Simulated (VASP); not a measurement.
Mo: single point with LDA

Crystal: Mo.

```
Mo
1.0
     2.69711    0.00000    0.00000
    -1.34855    2.33576    0.00000
     0.00000    0.00000    4.75205
Mo
2
Cartesian
  0.0000 1.5572 1.1880
  1.3486 0.7786 3.5640
```

* Program: VASP 6.6.1
* Task: single point
* Functional: LDA
* Potentials or basis: VASP PAW LDA potentials, release 64 (Mo_sv)
* Cutoff: 520 eV
* k mesh: 16 × 16 × 9
* Occupations: fermi-dirac, width 0.05 eV
* Spin: no spin polarisation
* Dipole correction: no
* Further INCAR settings: ALGO = Normal; EDIFF = 1e-06; NBANDS = 21

```
Pressure               : 7.6 GPa
Band gap on the k mesh : zero (band 14 reaches 14.34 eV, above the bottom of band 15 at 12.17 eV)
```

Stress tensor (GPa, compression positive):
```
7.65 0.00 0.00
0.00 7.65 0.00
0.00 0.00 7.41
```

Levels at points of the mesh, in eV from the Fermi level:
| k point | band 11 | band 12 | band 13 | band 14 | band 15 | band 16 | band 17 | band 18 |
| --- | --- | --- | --- | --- | --- | --- | --- | --- |
| (0.00, 0.00, 0.00) | -1.84 | -0.78 | -0.78 | -0.21 | -0.21 | 0.95 | 1.47 | 1.47 |
| (0.50, 0.00, 0.00) | -4.40 | -1.25 | -0.58 | -0.30 | -0.12 | 4.07 | 4.86 | 5.16 |

Wall time 26 s on 1 thread of Intel(R) Xeon(R) 6975P-C (Granite Rapids) (shared host), peak memory 0.17 GiB.
